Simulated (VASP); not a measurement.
# NaGeCl2F6: single point with r2SCAN

Crystal: NaGeCl2F6.

```
F Na Ge Cl
1.0
     0.00000    4.20306    4.20306
     4.20306    0.00000    4.20306
     4.20306    4.20306    0.00000
F Na Ge Cl
6 1 1 2
Cartesian
  2.0175 4.2031 4.2031
  4.2031 2.0175 4.2031
  6.3887 4.2031 4.2031
  4.2031 6.3887 4.2031
  4.2031 4.2031 2.0175
  4.2031 4.2031 6.3887
  4.2031 4.2031 4.2031
  0.0000 0.0000 0.0000
  2.1015 2.1015 2.1015
  6.3046 6.3046 6.3046
```

- Program: VASP 6.6.1
- Task: single point
- Functional: r2SCAN
- Potentials or basis: VASP PAW PBE potentials, release 64 (F, Na_pv, Ge_d, Cl)
- Cutoff: 520 eV
- k mesh: 5 × 5 × 5
- Occupations: methfessel-paxton, width 0.0282 eV
- Spin: no spin polarisation
- Dipole correction: no
- Further INCAR settings: ALGO = Normal; EDIFF = 1e-06; NBANDS = 50

- Pressure: -11.7 GPa
- Largest force: 3.007 eV/Å
- Band gap on the k mesh: zero (an odd number of electrons rules out a gap without spin polarisation)

Forces in eV/Å, atoms in the order of the input:
```
F   -3.007  0.000  0.000
F    0.000 -3.007  0.000
F    3.007  0.000  0.000
F    0.000  3.007  0.000
F    0.000  0.000 -3.007
F    0.000  0.000  3.007
Na   0.000  0.000  0.000
Ge   0.000  0.000  0.000
Cl   0.000  0.000  0.000
Cl   0.000  0.000  0.000
```

Levels at points of the mesh, in eV from the Fermi level:
| k point | band 35 | band 36 | band 37 | band 38 | band 39 | band 40 | band 41 | band 42 |
| --- | --- | --- | --- | --- | --- | --- | --- | --- |
| (0.00, 0.00, 0.00) | 0.15 | 0.15 | 0.15 | 0.20 | 0.20 | 0.20 | 2.62 | 8.87 |

Run time: 5.5 min on 1 thread of Intel(R) Xeon(R) Platinum 8259CL CPU @ 2.50GHz (Skylake/Cascade Lake) (shared host), peak memory 0.4 GiB.

Caveat: the cell stands under tension; the PAW data sets were made with another functional, which shifts forces and pressure a little; an odd number of electrons without spin polarisation forces a metal; a magnetic or distorted state may lie lower.
